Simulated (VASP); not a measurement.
Ta2SiI2O, 6 atoms in the cell. Symmetry: Cm, No. 8, monoclinic system. The conventional cell has a = 5.795 Å, b = 5.795 Å, c = 9.921 Å, α = 90.00°, β = 106.81°, γ = 90.00°. Ta (site symmetry 1) has 2 O at 2.11 Å and 2 Si at 2.61 Å and 4 Ta at 2.90 Å within 2.9 Å. Si (site symmetry m) has 1 I at 2.50 Å and 4 Ta at 2.61 Å within 3.3 Å. I (site symmetry m) has 4 Ta at 3.07 Å and 4 O at 3.40 Å and 1 Si at 3.91 Å and 8 I at 4.10 to 4.25 Å within 4.3 Å. Within 3.3 Å of I (site symmetry m) lie 1 Si at 2.50 Å. O (site symmetry m) has 4 Ta at 2.11 Å within 2.8 Å. 

| Item | Value |
| --- | --- |
| Program | VASP 6.6.1 |
| Task | single point |
| Functional | PBE |
| Potentials or basis | VASP PAW PBE potentials, release 64 (Ta_pv, Si, I, O) |
| Cutoff | 520 eV |
| k mesh | 10 × 10 × 4 |
| Occupations | gaussian, width 0.01 eV |
| Spin | no spin polarisation |
| Dipole correction | no |
| Further INCAR settings | ALGO = Normal; EDIFF = 1e-07; NBANDS = 32 |

Potentials or basis: VASP PAW PBE potentials, release 64 (Ta_pv, Si, I, O).

Run with:

```bash
$ cat potpaw_PBE.64/Ta_pv/POTCAR potpaw_PBE.64/Si/POTCAR potpaw_PBE.64/I/POTCAR potpaw_PBE.64/O/POTCAR > POTCAR
$ mpirun -np 1 vasp_std > vasp.out
```

Hardware: 1 thread of Intel Xeon 8259CL (shared host).

Estimate the wall time of this run.

It took 24 min on 1 thread of Intel Xeon 8259CL (shared host), peak memory 0.68 GiB. Counts: scf iterations 18, k points 117.
